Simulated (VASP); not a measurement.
C:

```
C
1.0
     2.46000    0.00000    0.00000
    -1.23000    2.13042    0.00000
     0.00000    0.00000    6.70000
C
4
Cartesian
  0.0000 0.0000 1.6750
  0.0000 1.4203 1.6750
  0.0000 0.0000 5.0250
  1.2300 0.7101 5.0250
```

```yaml
Program: VASP 6.6.1
Task: relaxation of cell and atoms
Functional: PBE
Potentials_or_basis: VASP PAW PBE potentials, release 64 (C_h)
Cutoff: 910 eV
k_mesh: 24 × 24 × 8
Occupations: gaussian, width 0.05 eV
Spin: no spin polarisation
```

At the start: pressure 2.8 GPa; volume 8.78 Å³/atom.

Question: How do energy, volume and symmetry change on relaxing?

Answer: Over 9 steps the energy falls by 8.1 meV/atom and the volume is 9.65 Å³/atom (+9.9 %); space group P6_3/mmc (No. 194, to 0.1 Å) before and after.

Step by step:
```tsv
step	energy change (eV)	largest force (eV/Å)	pressure (GPa)	volume (Å³)
1	0.0000	0.0000	2.81	35.11
2	-0.0011	0.0000	-2.83	35.90
3	-0.0038	0.0000	-0.31	35.54
4	-0.0105	0.0000	-0.26	35.89
5	-0.0248	0.0000	-0.07	36.93
6	-0.0319	0.0000	0.30	39.01
7	-0.0326	0.0000	0.23	38.55
8	-0.0321	0.0000	-1.04	38.77
9	-0.0326	0.0000	0.00	38.58
```

Final structure:
```cif
data_structure
_symmetry_space_group_name_H-M 'P 1'
_symmetry_Int_Tables_number 1
_cell_length_a 2.4650
_cell_length_b 2.4650
_cell_length_c 7.3323
_cell_angle_alpha 90.000
_cell_angle_beta 90.000
_cell_angle_gamma 120.000
_cell_volume 38.58
loop_
_atom_site_label
_atom_site_type_symbol
_atom_site_fract_x
_atom_site_fract_y
_atom_site_fract_z
_atom_site_occupancy
C1 C 0.00000 0.00000 0.25000 1
C2 C 0.33333 0.66667 0.25000 1
C3 C 0.00000 0.00000 0.75000 1
C4 C 0.66667 0.33333 0.75000 1
```

Caveat: the cutoff is under 1.25 times the usual one of these potentials, so pressure, stress and relaxed cells hold a basis-set (Pulay) error; this functional lacks dispersion, which binds the layers, so the pressure and a relaxed spacing across them are unreliable.
